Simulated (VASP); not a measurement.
# Co: single point with PBE

Crystal: Co.

```
Co
1.0
     2.49225    0.00000    0.00000
    -1.24612    2.15835    0.00000
     0.00000    0.00000    4.03339
Co
2
Direct
  0.33333 0.66667 0.25000
  0.66667 0.33333 0.75000
```

- Program: VASP 6.6.1
- Task: single point
- Functional: PBE
- Potentials or basis: VASP PAW PBE potentials, release 64 (Co)
- Cutoff: 520 eV
- k mesh: 30 × 30 × 16
- Occupations: gaussian, width 0.15 eV
- Spin: collinear spin, ferromagnetic start
- Starting moments: [1.84, 1.84] μB

| Item | Value |
| --- | --- |
| Pressure | -0.5 GPa |
| Net moment | 3.20 μB per cell |
| Site moments | Co +1.62 μB |
| Valence electrons inside the program's atomic spheres | Co 8.27 |

Stress tensor (GPa, compression positive):
```
-0.44  0.00  0.00
 0.00 -0.44  0.00
 0.00  0.00 -0.71
```

Levels at points of the mesh, in eV from the Fermi level:
Spin up:
```tsv
k point	band 8	band 9	band 10	band 11	band 12	band 13	band 14	band 15
(0.00, 0.00, 0.00)	-1.92	-1.92	-0.83	-0.83	-0.08	6.35	21.99	24.56
(0.50, 0.00, 0.00)	-0.69	-0.60	-0.54	1.31	3.32	9.69	10.34	12.74
(0.00, 0.00, 0.50)	-2.65	-1.14	-1.14	-1.14	-1.14	15.01	15.01	22.72
(0.50, 0.00, 0.50)	-1.06	-0.60	-0.60	1.61	1.61	7.27	7.27	18.36
```
Spin down:
```tsv
k point	band 3	band 4	band 5	band 6	band 7	band 8	band 9	band 10	band 11	band 12
(0.00, 0.00, 0.00)	-0.99	-0.95	-0.95	-0.59	-0.59	-0.16	-0.16	-0.14	1.05	1.05
(0.50, 0.00, 0.00)	-3.23	-1.84	-1.10	-1.03	-0.62	1.18	1.31	1.34	2.53	4.29
(0.00, 0.00, 0.50)	-1.53	-1.53	-1.02	-1.02	-1.02	-1.02	0.71	0.71	0.71	0.71
(0.50, 0.00, 0.50)	-2.37	-2.37	-0.05	-0.05	0.25	0.25	1.28	1.28	2.21	2.21
```

Run time: 8.1 min on 1 thread of Oxide Virtual Turin-like Processor (shared host), peak memory 0.51 GiB.
